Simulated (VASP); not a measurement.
Input of a VASP 6.6.1 run:

INCAR

```
SYSTEM = In3O
PREC     = Accurate       ! precision mode
ENCUT    = 520            ! plane-wave cutoff, eV
EDIFF    = 1E-7           ! SCF threshold, eV
ISMEAR   = 0              ! smearing method
SIGMA    = 0.1            ! smearing width, eV
LREAL    = .FALSE.        ! projectors in reciprocal space
LASPH    = .TRUE.         ! aspherical terms in the spheres
NELM     = 100            ! most SCF steps
ALGO     = Normal         ! electronic algorithm
ISIF     = 2              ! what is computed and relaxed
LWAVE    = .FALSE.        ! write WAVECAR
LCHARG   = .FALSE.        ! write CHGCAR
GGA      = PE             ! functional
NBANDS   = 30             ! bands
```

The input KPOINTS:

```
regular mesh
0
G
  4 4 4
  0 0 0
```

File POSCAR:

```
In3O
1.0
    4.4553454243      0.0000000000      0.0000000000
    0.0000000000      4.4553454243      0.0000000000
    0.0000000000      0.0000000000      4.4553454243
In O
3 1
Direct
    0.0000000000      0.5000000000      0.5000000000
    0.5000000000      0.0000000000      0.5000000000
    0.5000000000      0.5000000000      0.0000000000
    0.0000000000      0.0000000000      0.0000000000
```

Potentials or basis: VASP PAW PBE potentials, release 64 (In_d, O).

The run is started by

```bash
$ cat potpaw_PBE.64/In_d/POTCAR potpaw_PBE.64/O/POTCAR > POTCAR
$ mpirun -np 1 vasp_std > vasp.out
```

Problem. What does it give for the pressure?

Solution. 0.0 GPa.

Caveat: an odd number of electrons without spin polarisation forces a metal; a magnetic or distorted state may lie lower.
